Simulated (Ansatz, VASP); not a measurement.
# Sr2I in VASP and in Ansatz

```xyz
3
Lattice="4.3350 0.0000 0.0000 -2.1675 3.7542 0.0000 0.0000 0.0000 8.4472" Properties=species:S:1:pos:R:3 pbc="T T T"
Sr    0.0000    2.5028    6.7693
Sr    2.1675    1.2514    1.6779
I     0.0000    0.0000    4.2236
```

Alike in both runs: task single point; functional PBE; k mesh 6 × 6 × 2; occupations gaussian, width 0.1 eV; no spin polarisation.

```csv
,VASP,Ansatz
version,VASP 6.6.1,Ansatz 0.2.0
potentials or method,"VASP PAW PBE potentials, release 64 (Sr_sv, I), cutoff 520 eV","scalar-relativistic, plane waves, PAW"
valence electrons in the cell,27,37
```

|  | VASP | Ansatz | Ansatz less VASP |
| --- | --- | --- | --- |
| gap on the k mesh at the Fermi level (eV) | none | none | - |
| pressure (GPa) | 0.1 | 0.0 | -0.02 |
| traceless stress, the component that is largest in VASP (GPa) | 0.13 | 0.12 | -0.004 |
| rms of the force components (eV/Å) | 0.005 | 0.006 | +0.0012 |

Atom by atom the forces differ by 0.001 eV/Å (rms over components). A gap of «none» marks a metal or a gap that the smearing closes. VASP's potentials hold 27 valence electrons a cell and Ansatz's 37, so a difference there can come from the potentials and not from the codes.

The k mesh is coarse, so the values compare programs but aren't converged. Spin-orbit coupling is off throughout.
